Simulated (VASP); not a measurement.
# Na3LaMg (Pm-3m) in VASP: notebook

Runs on Na3LaMg. Level: PBE. Tasks: single point, relaxation of cell and atoms.

Everything below comes from runs of VASP 6.6.1. Logs are shortened: lines on timing, memory, paths and dates and some standing lists are left out, and cuts for length are marked.

## (1) The cell of the first run

It takes space group Pm-3m (No. 221, cubic). The conventional cell has a = 4.457 Å, b = 4.457 Å, c = 4.457 Å, α = 90.00°, β = 90.00°, γ = 90.00°. Na (site symmetry 4/mmm) has 2 Mg at 2.23 Å within 2.9 Å. Within 4.1 Å of La (site symmetry m-3m) lie 12 Na at 3.15 Å and 8 Mg at 3.86 Å. Mg (site symmetry m-3m) has 6 Na at 2.23 Å within 2.9 Å.

## (2) Single point, PBE

The input, INCAR:

```
SYSTEM = Na3LaMg
  PREC = Accurate
  ENCUT = 520
  EDIFF = 1E-6
  ISMEAR = 0
  SIGMA = 0.1
  LREAL = .False.
  LASPH = .True.
  NELM = 100
  ALGO = Fast
  ISIF = 2
  LWAVE = .False.
  LCHARG = .False.
  GGA = PE
  NBANDS = 25
```

The input, KPOINTS:

```
regular mesh
0
Gamma
  4 4 4
  0 0 0
```

The input, POSCAR:

```
Na3LaMg
1.0
    4.4574156900      0.0000000000      0.0000000000
    0.0000000000      4.4574156900      0.0000000000
    0.0000000000      0.0000000000      4.4574156900
Na La Mg
3 1 1
Direct
    0.5000000000      0.5000000000      0.0000000000
    0.0000000000      0.5000000000      0.5000000000
    0.5000000000      0.0000000000      0.5000000000
    0.0000000000      0.0000000000      0.0000000000
    0.5000000000      0.5000000000      0.5000000000
```

Potentials or basis: VASP PAW PBE potentials, release 64 (Na_pv, La, Mg).

Launch:

```bash
> cat potpaw_PBE.64/Na_pv/POTCAR potpaw_PBE.64/La/POTCAR potpaw_PBE.64/Mg/POTCAR > POTCAR
> mpirun -np 1 vasp_std > vasp.out
```

OUTCAR:

```text
SYSTEM = Na3LaMg
   PREC = Accurate
   ENCUT = 520
   EDIFF = 1E-6
   ISMEAR = 0
   LREAL = .False.
   LASPH = .True.
   NELM = 100
   ISIF = 2
   GGA = PE

 ion  position               nearest neighbor table
   1  0.500  0.500  0.000-   5 2.23   5 2.23   4 3.15   4 3.15   4 3.15   4 3.15
   2  0.000  0.500  0.500-   5 2.23   5 2.23   4 3.15   4 3.15   4 3.15   4 3.15
   3  0.500  0.000  0.500-   5 2.23   5 2.23   4 3.15   4 3.15   4 3.15   4 3.15
   4  0.000  0.000  0.000-   1 3.15   2 3.15   3 3.15   2 3.15   3 3.15   1 3.15   2 3.15   2 3.15
                             1 3.15   3 3.15   3 3.15   1 3.15
   5  0.500  0.500  0.500-   1 2.23   2 2.23   3 2.23   1 2.23   3 2.23   2 2.23

  LATTYP: Found a simple cubic cell.
 ALAT       =     4.4574156900

  Lattice vectors:

 A1 = (   4.4574156900,   0.0000000000,   0.0000000000)
 A2 = (   0.0000000000,   4.4574156900,   0.0000000000)
 A3 = (   0.0000000000,   0.0000000000,   4.4574156900)

Analysis of symmetry for initial positions (statically):
=====================================================================
 Subroutine PRICEL returns:
 Original cell was already a primitive cell.

 Routine SETGRP: Setting up the symmetry group for a
 simple cubic supercell.

 Subroutine GETGRP returns: Found 48 space group operations
 (whereof 48 operations were pure point group operations)
 out of a pool of 48 trial point group operations.

The static configuration has the point symmetry O_h .

Analysis of symmetry for dynamics (positions and initial velocities):
=====================================================================
 Subroutine PRICEL returns:
 Original cell was already a primitive cell.

 Routine SETGRP: Setting up the symmetry group for a
 simple cubic supercell.

 Subroutine GETGRP returns: Found 48 space group operations
 (whereof 48 operations were pure point group operations)
 out of a pool of 48 trial point group operations.

The dynamic configuration has the point symmetry O_h .

 Subroutine INISYM returns: Found 48 space group operations
 (whereof 48 operations are pure point group operations),
 and found     1 'primitive' translations

----------------------------------------------------------------------------------------

                                     Primitive cell

  volume of cell :      88.5624

  direct lattice vectors                    reciprocal lattice vectors
     4.457415690  0.000000000  0.000000000     0.224345242  0.000000000  0.000000000
     0.000000000  4.457415690  0.000000000     0.000000000  0.224345242  0.000000000
[... 82 lines left out ...]
   ISIF   =      2    stress and relaxation
   ISYM   =      2    0-nonsym 1-usesym 2-fastsym
   POTIM  = 0.5000    time-step for ionic-motion
   TEBEG  =    0.0;   TEEND  =   0.0 temperature during run
   PSTRESS=    0.0 pullay stress
   NELECT =      34.0000    total number of electrons
   NUPDOWN=      -1.0000    fix difference up-down
   EMIN   =  10.00;   EMAX   =-10.00  energy-range for DOS
   EFERMI =   0.00;   METHOD = LEGACY
   ISMEAR =     0;   SIGMA  =   0.10  broadening in eV -4-tet -1-fermi 0-gaus
   EFERMI_NEDOS =   21; number of points for ismear=-14 and -15
   IALGO  =     68    algorithm
   IMIX   =      4    mixing-type and parameters
     AMIX     =   0.40;   BMIX     =  1.00
     AMIX_MAG =   1.60;   BMIX_MAG =  1.00
  volume/ion in A,a.u.               =      17.71       119.53
  Fermi-wavevector in a.u.,A,eV,Ry     =   1.189829  2.248451 19.261684  1.415694
  Thomas-Fermi vector in A             =   2.325928
   LORBIT       =      0    0 simple, 1 ext, 2 COOP (PROOUT), +10 PAW based schemes
   GGA     = PE    functional components
   LHFCALC =     F    Hartree Fock is set to
   AEXX    =    0.0000 exact exchange contribution
   IVDW    =     0    specifies the selected vdW correction
   LEPSILON=     F    determine dielectric tensor
   LRPA    =     F    only Hartree local field effects (RPA)
 non-spin polarized calculation
 RMM-DIIS sequential band-by-band and
 Gauss-broadening in eV      SIGMA  =   0.10
  energy-cutoff  :      520.00
  volume of cell :       88.56
 maximum number of plane-waves:      2409
 NGX is ok and might be reduce to    36
   NGX = 17   NGY = 17   NGZ = 17

 number of electron      33.9999994 magnetization

 Free energy of the ion-electron system (eV)
  ---------------------------------------------------
  ext. energy  EPLUGINS =         0.00000000
  ---------------------------------------------------
  free energy    TOTEN  =        -1.29877445 eV

  energy without entropy =       -1.27446298  energy(sigma->0) =       -1.28661872

 E-fermi :   6.7189     XC(G=0):  -9.9458

 val. band max:        6.4958827793   @ k =   0.2500   0.2500   0.0000
 cond. band min:       6.7280086336   @ k =   0.5000   0.2500   0.0000
 fundamental gap:      0.2321258543
 Fermi energy:         6.7189029005

 k-point     1 :       0.0000    0.0000    0.0000
  band No.  band energies     occupation
      1     -26.1238      2.00000
      2     -18.5403      2.00000
      3     -18.5403      2.00000
      4     -18.5403      2.00000
      5     -18.1983      2.00000
      6     -18.1983      2.00000
[... 269 lines left out ...]
     24       8.8283      0.00000
     25       8.8544      0.00000

------------------------ aborting loop because EDIFF is reached ----------------------------------------

  FORCE on cell =-STRESS in cart. coord.  units (eV):
  Direction    XX          YY          ZZ          XY          YZ          ZX
  --------------------------------------------------------------------------------------
  -------------------------------------------------------------------------------------
  Total       21.3917359     21.3917359     21.3917359      0.0000000      0.0000000     -0.0000000
  in kB      386.9966438    386.9966438    386.9966438      0.0000000      0.0000000     -0.0000000
  external PRESSURE =     386.9966438 kB  Pullay stress =       0.0000000 kB

 VOLUME and BASIS-vectors are now :
 -----------------------------------------------------------------------------
  energy-cutoff  :      520.00
  volume of cell :       88.56
      direct lattice vectors                 reciprocal lattice vectors
     4.457415690  0.000000000  0.000000000     0.224345242  0.000000000  0.000000000
     0.000000000  4.457415690  0.000000000     0.000000000  0.224345242  0.000000000
     0.000000000  0.000000000  4.457415690     0.000000000  0.000000000  0.224345242

 POSITION                                       TOTAL-FORCE (eV/Angst)
 -----------------------------------------------------------------------------------
      2.22871      2.22871      0.00000         0.000000      0.000000      0.000000
      0.00000      2.22871      2.22871         0.000000      0.000000      0.000000
      2.22871      0.00000      2.22871         0.000000      0.000000      0.000000
      0.00000      0.00000      0.00000         0.000000      0.000000      0.000000
      2.22871      2.22871      2.22871         0.000000      0.000000      0.000000
 -----------------------------------------------------------------------------------
    total drift:                                0.000000      0.000000      0.000000

  FREE ENERGIE OF THE ION-ELECTRON SYSTEM (eV)
  ---------------------------------------------------
  free  energy   TOTEN  =        -1.2987744535 eV

  energy  without entropy=       -1.2744629809  energy(sigma->0) =       -1.28661872
```

Wall time 37 s (1 thread of Intel Xeon Platinum 8488C (Sapphire Rapids), shared host); peak memory 0.22 GiB.

Results:

* Free energy: -1.2988 eV
* Pressure: 38.7 GPa
* Band gap on the k mesh: zero (band 17 reaches 7.62 eV, above the bottom of band 18 at 6.45 eV)

Caveat: spin-orbit coupling is left out, which moves the levels of the heavy elements.

## (3) Single point, PBE

This run uses another cell than the first one, of 36.77 Å³/atom, 2.076 times its volume.

The input, INCAR:

```
  ALGO = Fast
  EDIFF = 1E-6
  ENCUT = 520
  GGA = PE
  ISIF = 2
  ISMEAR = 0
  LASPH = True
  LCHARG = False
  LREAL = False
  LWAVE = False
  NBANDS = 25
  NELM = 60
  PREC = Accurate
  SIGMA = 0.1
```

The input, KPOINTS:

```
k-points
0
Gamma
  4 4 4
```

Changes to POSCAR since step 2:

```diff
@@ -2,5 +2,5 @@
 1.0
-    4.4574156900      0.0000000000      0.0000000000
-    0.0000000000      4.4574156900      0.0000000000
-    0.0000000000      0.0000000000      4.4574156900
+    5.6864153381      0.0000000000      0.0000000000
+    0.0000000000      5.6864153381      0.0000000000
+    0.0000000000      0.0000000000      5.6864153381
 Na La Mg
```

Potentials or basis: VASP PAW PBE potentials, release 64 (Na_pv, La, Mg).

Launch:

```bash
> cat potpaw_PBE.64/Na_pv/POTCAR potpaw_PBE.64/La/POTCAR potpaw_PBE.64/Mg/POTCAR > POTCAR
> mpirun -np 1 vasp_std > vasp.out
```

OUTCAR:

```text
EDIFF = 1E-6
   ENCUT = 520
   GGA = PE
   ISIF = 2
   ISMEAR = 0
   LASPH = True
   LREAL = False
   NELM = 60
   PREC = Accurate

 ion  position               nearest neighbor table
   1  0.500  0.500  0.000-   5 2.84   5 2.84
   2  0.000  0.500  0.500-   5 2.84   5 2.84
   3  0.500  0.000  0.500-   5 2.84   5 2.84
   4  0.000  0.000  0.000-
   5  0.500  0.500  0.500-   1 2.84   2 2.84   3 2.84   1 2.84   3 2.84   2 2.84

  LATTYP: Found a simple cubic cell.
 ALAT       =     5.6864153381

  Lattice vectors:

 A1 = (   5.6864153381,   0.0000000000,   0.0000000000)
 A2 = (   0.0000000000,   5.6864153381,   0.0000000000)
 A3 = (   0.0000000000,   0.0000000000,   5.6864153381)

Analysis of symmetry for initial positions (statically):
=====================================================================
 Subroutine PRICEL returns:
 Original cell was already a primitive cell.

 Routine SETGRP: Setting up the symmetry group for a
 simple cubic supercell.

[... 155 lines left out ...]

  energy without entropy =       -7.79631645  energy(sigma->0) =       -7.81765311

 E-fermi :   1.9734     XC(G=0):  -7.3286

 val. band max:        1.9227448233   @ k =   0.5000   0.0000   0.0000
 cond. band min:       1.9883564017   @ k =   0.5000   0.2500   0.2500
 fundamental gap:      0.0656115784
 Fermi energy:         1.9733795146

 k-point     1 :       0.0000    0.0000    0.0000
  band No.  band energies     occupation
      1     -32.4359      2.00000
      2     -22.4284      2.00000
      3     -22.4284      2.00000
      4     -22.4284      2.00000
      5     -22.3673      2.00000
      6     -22.3673      2.00000
[... 269 lines left out ...]
     24       2.3738      0.00000
     25       2.5498      0.00000

------------------------ aborting loop because EDIFF is reached ----------------------------------------

  FORCE on cell =-STRESS in cart. coord.  units (eV):
  Direction    XX          YY          ZZ          XY          YZ          ZX
  --------------------------------------------------------------------------------------
  -------------------------------------------------------------------------------------
  Total        0.1856569      0.1856569      0.1856569      0.0000000     -0.0000000     -0.0000000
  in kB        1.6177295      1.6177295      1.6177295      0.0000000     -0.0000000     -0.0000000
  external PRESSURE =       1.6177295 kB  Pullay stress =       0.0000000 kB

 VOLUME and BASIS-vectors are now :
 -----------------------------------------------------------------------------
  energy-cutoff  :      520.00
  volume of cell :      183.87
      direct lattice vectors                 reciprocal lattice vectors
     5.686415338  0.000000000  0.000000000     0.175857714  0.000000000  0.000000000
     0.000000000  5.686415338  0.000000000     0.000000000  0.175857714  0.000000000
     0.000000000  0.000000000  5.686415338     0.000000000  0.000000000  0.175857714

 POSITION                                       TOTAL-FORCE (eV/Angst)
 -----------------------------------------------------------------------------------
      2.84321      2.84321      0.00000         0.000000      0.000000      0.000000
      0.00000      2.84321      2.84321         0.000000      0.000000      0.000000
      2.84321      0.00000      2.84321         0.000000      0.000000      0.000000
      0.00000      0.00000      0.00000         0.000000      0.000000      0.000000
      2.84321      2.84321      2.84321         0.000000      0.000000      0.000000
 -----------------------------------------------------------------------------------
    total drift:                                0.000000     -0.000000     -0.000000

  FREE ENERGIE OF THE ION-ELECTRON SYSTEM (eV)
  ---------------------------------------------------
  free  energy   TOTEN  =        -7.8389897701 eV

  energy  without entropy=       -7.7963164523  energy(sigma->0) =       -7.81765311
```

OSZICAR:

```text
N       E                     dE             d eps       ncg     rms          rms(c)
DAV:   1     0.340867065150E+03    0.34087E+03   -0.14353E+04   500   0.146E+03
DAV:   2     0.332263548665E+02   -0.30764E+03   -0.30125E+03   596   0.353E+02
DAV:   3    -0.522553578740E+01   -0.38452E+02   -0.38127E+02   675   0.145E+02
[... 39 lines left out ...]
RMM:  43    -0.783897716545E+01   -0.84812E-05   -0.84093E-05   519   0.197E-02    0.278E-02
RMM:  44    -0.783898421874E+01   -0.70533E-05   -0.78118E-05   501   0.188E-02    0.285E-02
RMM:  45    -0.783898760820E+01   -0.33895E-05   -0.39238E-05   499   0.182E-02    0.293E-02
RMM:  46    -0.783899042782E+01   -0.28196E-05   -0.35153E-05   482   0.178E-02    0.300E-02
RMM:  47    -0.783898977006E+01    0.65776E-06   -0.33337E-06   486   0.170E-02
   1 F= -.78389898E+01 E0= -.78176531E+01  d E =-.426733E-01
```

Wall time 2.2 min (1 thread of Intel Xeon Platinum 8488C (Sapphire Rapids), shared host); peak memory 0.3 GiB.

Results:

| Property | Result |
| --- | --- |
| Free energy | -7.8390 eV |
| Pressure | 0.2 GPa |
| Band gap on the k mesh | zero (band 17 reaches 2.18 eV, above the bottom of band 18 at 1.63 eV) |

Caveat: spin-orbit coupling is left out, which moves the levels of the heavy elements.

## (4) Relaxation of cell and atoms, PBE

The input, INCAR:

```
PREC = Accurate ; ENCUT = 600
EDIFF = 1E-7 ; ISMEAR = 0
SIGMA = 0.1 ; LREAL = F
LASPH = T ; NELM = 80
ALGO = Normal ; ISIF = 3
LWAVE = F ; LCHARG = F
GGA = PE ; IBRION = 2
NSW = 90 ; EDIFFG = -0.04
```

The input, KPOINTS:

```
Automatic mesh
0
Gamma
  4 4 4
```

Changes to POSCAR since step 3:

```diff
@@ -2,5 +2,5 @@
 1.0
-    5.6864153381      0.0000000000      0.0000000000
-    0.0000000000      5.6864153381      0.0000000000
-    0.0000000000      0.0000000000      5.6864153381
+    4.4574156900      0.0000000000      0.0000000000
+    0.0000000000      4.4574156900      0.0000000000
+    0.0000000000      0.0000000000      4.4574156900
 Na La Mg
```

Launch:

```bash
> cat potpaw_PBE.64/Na_pv/POTCAR potpaw_PBE.64/La/POTCAR potpaw_PBE.64/Mg/POTCAR > POTCAR
> mpirun -np 1 vasp_std > vasp.out
```

Wall time 3.7 min (1 thread of Intel Xeon Platinum 8488C (Sapphire Rapids), shared host); peak memory 0.23 GiB.

The run converged. Its results:

| Property | Result |
| --- | --- |
| Free energy | -7.7956 eV |
| Relaxed volume | 37.63 Å³/atom |
| Relaxed cell | a = 5.730 Å, b = 5.730 Å, c = 5.730 Å, α = 90.00°, β = 90.00°, γ = 90.00° |
| Space group after relaxing (to 0.05 Å) | Pm-3m (No. 221) |
| Energy gained by relaxing | 1299.1 meV/atom |
| Ionic steps | 5 |
| Pressure after relaxing | -0.1 GPa |
| Band gap on the k mesh | zero (band 17 reaches 2.06 eV, above the bottom of band 18 at 1.53 eV) |

Step by step:
```
step  energy change (eV)  largest force (eV/Å)  pressure (GPa)  volume (Å³)
   1              0.0000                0.0000           38.70        88.56
   2             -6.2281                0.0000            3.25       155.50
   3             -6.4290                0.0000            1.40       169.74
   4             -6.4598                0.0000           -0.77       200.78
   5             -6.4956                0.0000           -0.09       188.13
```

Final structure:
```
Na La Mg
1.0
     5.72995    0.00000    0.00000
     0.00000    5.72995    0.00000
     0.00000    0.00000    5.72995
Na La Mg
3 1 1
Cartesian
  2.8650 2.8650 0.0000
  0.0000 2.8650 2.8650
  2.8650 0.0000 2.8650
  0.0000 0.0000 0.0000
  2.8650 2.8650 2.8650
```

Levels at points of the mesh, in eV from the Fermi level:
```tsv
k point	band 15	band 16	band 17	band 18	band 19	band 20
(0.00, 0.00, 0.00)	-0.30	-0.30	0.19	0.19	0.19	0.31
(0.50, 0.00, 0.00)	-2.28	-0.05	-0.05	-0.05	0.29	0.30
(0.50, 0.50, 0.00)	-1.12	-1.12	-0.98	0.27	0.31	0.31
(0.50, 0.50, 0.50)	-1.13	-1.13	-1.13	0.27	0.27	0.27
```

Caveat: the volume moved by over 15 % at a fixed basis, so the end points are rough; spin-orbit coupling is left out, which moves the levels of the heavy elements.

## (5) Single point, PBE

This run uses another cell than the first one, of 37.67 Å³/atom, 2.127 times its volume.

The input, INCAR:

```
PREC = Accurate
ENCUT = 520
EDIFF = 1E-6
ISMEAR = 0
SIGMA = 0.1
LREAL = False
LASPH = True
NELM = 100
ALGO = Fast
ISIF = 2
LWAVE = False
LCHARG = False
GGA = PE
NBANDS = 25
```

The input, KPOINTS:

```
regular mesh
0
Gamma
  8 8 8
```

Changes to POSCAR since step 4:

```diff
@@ -2,5 +2,5 @@
 1.0
-    4.4574156900      0.0000000000      0.0000000000
-    0.0000000000      4.4574156900      0.0000000000
-    0.0000000000      0.0000000000      4.4574156900
+    5.7320147758      0.0000000000      0.0000000000
+    0.0000000000      5.7320147758      0.0000000000
+    0.0000000000      0.0000000000      5.7320147758
 Na La Mg
```

Launch:

```bash
> cat potpaw_PBE.64/Na_pv/POTCAR potpaw_PBE.64/La/POTCAR potpaw_PBE.64/Mg/POTCAR > POTCAR
> mpirun -np 1 vasp_std > vasp.out
```

It took 10 min on 1 thread of Intel Xeon Platinum 8488C (Sapphire Rapids), shared host; peak memory 0.46 GiB.

Results (log left out):

| Item | Value |
| --- | --- |
| Free energy | -7.8422 eV |
| Pressure | 0.0 GPa |
| Band gap on the k mesh | zero (band 17 reaches 2.03 eV, above the bottom of band 18 at 1.52 eV) |

Levels at points of the mesh, in eV from the Fermi level:
| k point | band 15 | band 16 | band 17 | band 18 | band 19 | band 20 |
| --- | --- | --- | --- | --- | --- | --- |
| (0.00, 0.00, 0.00) | -0.26 | -0.26 | 0.21 | 0.21 | 0.21 | 0.34 |
| (0.50, 0.00, 0.00) | -2.24 | -0.01 | -0.01 | -0.01 | 0.31 | 0.32 |
| (0.50, 0.50, 0.00) | -1.07 | -1.07 | -0.94 | 0.29 | 0.33 | 0.33 |
| (0.50, 0.50, 0.50) | -1.09 | -1.09 | -1.09 | 0.29 | 0.30 | 0.31 |

Caveat: spin-orbit coupling is left out, which moves the levels of the heavy elements.

## (6) Summary

| task | cell | k mesh | cutoff (eV) | gap on the mesh (eV) | pressure (GPa) |
| --- | --- | --- | --- | --- | --- |
| single point | a = 4.457 Å, 5 atoms | 4 × 4 × 4 | 520 | none | 38.7 |
| single point | a = 5.686 Å, 5 atoms | 4 × 4 × 4 | 520 | none | 0.2 |
| relaxation of cell and atoms | relaxed from a = 4.457 Å, 5 atoms | 4 × 4 × 4 | 600 | none | -0.1 |
| single point | a = 5.732 Å, 5 atoms | 8 × 8 × 8 | 520 | none | 0.0 |

Alike in all rows: level PBE; potentials or basis VASP PAW PBE potentials, release 64 (Na_pv, La, Mg); no spin polarisation; smearing gaussian 0.1 eV.

Caveats: spin-orbit coupling is left out, which moves the levels of the heavy elements; the volume moved by over 15 % at a fixed basis, so the end points are rough (some runs).

Total energies depend on the potentials used, so only differences within one code and one set of settings carry meaning.
